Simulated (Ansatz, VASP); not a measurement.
## Two plane-wave programs on Cd7S

```
Cd S
1.0
     3.18473   -1.83906    0.00058
     3.18473    1.83906    0.00058
    -0.01236    0.00000   16.55171
Cd S
7 1
Direct
  0.66527 0.66527 0.89895
  0.33205 0.33205 0.10107
  0.33334 0.33334 0.76776
  0.66771 0.66771 0.63516
  0.66661 0.66661 0.23223
  0.33426 0.33426 0.36482
  0.00132 0.00132 0.49999
  0.99828 0.99828 0.00002
```

Change from the starting cell: the structure that the rattled cell fell into.

Alike in both runs: functional PBE; k mesh 10 × 10 × 2; occupations gaussian, width 0.1 eV; no spin polarisation.

Ansatz relaxed the structure, and its values are those at the end. VASP's run is a single point on that final structure, the one shown.

|  | VASP | Ansatz |
| --- | --- | --- |
| version | VASP 6.6.1 | Ansatz 0.2.0 |
| potentials or method | VASP PAW PBE potentials, release 64 (Cd, S), cutoff 520 eV | scalar-relativistic, plane waves, PAW |
| valence electrons in the cell | 90 | 146 |

|  | VASP | Ansatz | Ansatz less VASP |
| --- | --- | --- | --- |
| gap on the k mesh at the Fermi level (eV) | none | none | - |
| pressure (GPa) | 0.2 | 0.0 | -0.22 |
| rms of the force components (eV/Å) | 0.008 | 0.002 | -0.0055 |

A gap of «none» marks a metal or a gap that the smearing closes. The functional is the same, so the differences come from potentials, cutoffs and numerics. VASP's potentials hold 90 valence electrons a cell and Ansatz's 146, so a difference there can come from the potentials and not from the codes.
